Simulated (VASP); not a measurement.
A run of VASP 6.6.1:

INCAR

```
PREC = Accurate ; ENCUT = 520
EDIFF = 1E-6 ; ISMEAR = 0
SIGMA = 0.1 ; LREAL = F
LASPH = T ; NELM = 80
ALGO = Normal ; ISIF = 2
LWAVE = F ; LCHARG = F
GGA = PE ; NBANDS = 30
```

The input KPOINTS:

```
Automatic mesh
0
Gamma
  4 4 4
```

File POSCAR:

```
Hf4N
1.0
    4.4940410500      0.0000000000      0.0000000000
    0.0000000000      4.4940410500      0.0000000000
    0.0000000000      0.0000000000      4.4940410500
Hf N
4 1
Direct
    0.0000000000      0.0000000000      0.0000000000
    0.5000000000      0.5000000000      0.0000000000
    0.5000000000      0.0000000000      0.5000000000
    0.0000000000      0.5000000000      0.5000000000
    0.5000000000      0.5000000000      0.5000000000
```

Potentials or basis: VASP PAW PBE potentials, release 64 (Hf_pv, N).

The run is started by

```bash
$ cat potpaw_PBE.64/Hf_pv/POTCAR potpaw_PBE.64/N/POTCAR > POTCAR
$ mpirun -np 1 vasp_std > vasp.out
```

Hardware: 1 thread of Intel(R) Xeon(R) Platinum 8259CL CPU @ 2.50GHz (Skylake/Cascade Lake), on a shared host.

Question: How long does it take, and how much memory?

Answer: It took 37 s on 1 thread of Intel(R) Xeon(R) Platinum 8259CL CPU @ 2.50GHz (Skylake/Cascade Lake), on a shared host, peak memory 0.2 GiB. Counts: scf iterations 15, k points 10.
